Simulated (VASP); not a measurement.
Si: G0W0 quasiparticle levels with r2SCAN

The system is Si.

```
Si
1.0
     3.83213    0.00000    0.00000
    -1.91606    3.31872    0.00000
     0.00000    0.00000    6.34122
Si
4
Cartesian
  0.0000 2.2125 0.0036
  1.9161 1.1062 3.1742
  0.0000 2.2125 2.3744
  1.9161 1.1062 5.5450
```

This isn't the form of Si at room conditions, which is diamond.

- Program: VASP 6.6.1
- Task: G0W0 quasiparticle levels
- Functional: r2SCAN
- Potentials or basis: VASP PAW PBE potentials, release 64 (Si_GW)
- Cutoff: 500 eV
- k mesh: 6 × 6 × 2
- Occupations: gaussian, width 0.01 eV
- Spin: no spin polarisation
- Dipole correction: no
- GW scheme: G0W0
- GW iterations: 1
- Cutoff of the response function: 200
- Frequency points: 48
- Empty bands: 857
- Further INCAR settings: ALGO = EVGW0; EDIFF = 1e-08; NBANDS = 865

```
Quasiparticle gap                                   : 1.09 eV
Least direct quasiparticle gap                      : 1.82 eV
Band gap of the starting levels on the mesh         : 0.62 eV
Least direct gap of the starting levels on the mesh : 1.36 eV
```

Wall time 44 min on 1 thread of Intel(R) Xeon(R) 6975P-C (Granite Rapids), with other jobs on the host, peak memory 2.8 GiB.

Caveat: the k points lie up to 0.50 Å⁻¹ apart; bands, screening cutoff and mesh are small and nothing is extrapolated, so the quasiparticle values aren't converged.
